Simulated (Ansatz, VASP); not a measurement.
Two plane-wave programs on K

INCAR

```
PREC = Accurate
ENCUT = 520
EDIFF = 1E-7
ISMEAR = -1
SIGMA = 0.1
LREAL = F
LASPH = T
NELM = 80
ALGO = Normal
ISIF = 2
LWAVE = F
LCHARG = T
GGA = CA
LELF = T
LVHAR = T
NBANDS = 10
```

The input KPOINTS:

```
regular mesh
0
Gamma
  13 13 13
```

Contents of POSCAR:

```
K
1.0
    4.2607442551      0.0000000000      0.0000000000
    0.0000000000      4.2607442551      0.0000000000
    0.0000000000      0.0000000000      4.2607442551
K
1
Direct
    0.0000000000      0.0000000000      0.0000000000
```

Input for Ansatz:

```yaml
crystal:
  lattice:
    - [4.2607442551, 0.0, 0.0]
    - [0.0, 4.2607442551, 0.0]
    - [0.0, 0.0, 4.2607442551]
  atoms:
    - { symbol: K, position: [0.0, 0.0, 0.0] }
hamiltonian:
  xc: lda
  pseudopotentials:
    kind: paw
    azcp:
      K: "pseudopotentials/K.paw.azcp"
basis:
  ecutwfc: 420
  fft_grid_basis: typed
kpoints:
  mp_grid: { grid: [13, 13, 13], shift: [0, 0, 0] }
magnetization:
  spin_polarized: false
scf:
  occupations: { method: fermi_dirac, width: 0.1 }
output:
  stress: true
```

Alike in both runs: task single point; functional LDA; k mesh 13 × 13 × 13; occupations fermi-dirac, width 0.1 eV; no spin polarisation.

|  | VASP | Ansatz |
| --- | --- | --- |
| version | VASP 6.6.1 | Ansatz 0.2.0 |
| potentials or method | VASP PAW LDA potentials, release 64 (K_sv), cutoff 520 eV | plane waves (420 eV) with PAW, scalar-relativistic |
| valence electrons in the cell | 9 | 9 |

|  | VASP | Ansatz | Ansatz less VASP |
| --- | --- | --- | --- |
| pressure (GPa) | -0.3 | -0.3 | +0.01 |

Ansatz warns that its potentials were made for another functional, while VASP's fit it. LDA's correlation is that of Perdew and Zunger in VASP and of Perdew and Wang (1992) in Ansatz.
